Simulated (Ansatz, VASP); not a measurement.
## Two plane-wave programs on LiGeH3

```
Li Ge H
1.0
     3.95483    0.00000    0.00000
     0.00000    3.95483    0.00000
     0.00000    0.00000    5.34115
Li Ge H
1 1 3
Direct
  0.50000 0.50000 0.36024
  0.00000 0.00000 0.21970
  0.50000 0.00000 0.25231
  0.00000 0.50000 0.25231
  0.00000 0.00000 0.52365
```

Change from the starting cell: species swapped into the NdSiPt3 type (P4mm, No. 99).

Alike in both runs: functional PBE; k mesh 10 × 10 × 8; occupations gaussian, width 0.1 eV; no spin polarisation.

Ansatz relaxed the structure, and its values are those at the end. VASP's run is a single point on that final structure, the one shown.

|  | VASP | Ansatz |
| --- | --- | --- |
| version | VASP 6.6.1 | Ansatz 0.2.0 |
| potentials or method | VASP PAW PBE potentials, release 64 (Li_sv, Ge_d, H), cutoff 520 eV | scalar-relativistic, plane waves, PAW |
| valence electrons in the cell | 20 | 20 |

|  | VASP | Ansatz | Ansatz less VASP |
| --- | --- | --- | --- |
| gap on the k mesh at the Fermi level (eV) | none | none | - |
| rms of the force components (eV/Å) | 0.006 | 0.002 | -0.0038 |

A gap of «none» marks a metal or a gap that the smearing closes. The functional is the same, so the differences come from potentials, cutoffs and numerics.

Noted on VASP's run: the cutoff is short for stress, so the pressure is rough.
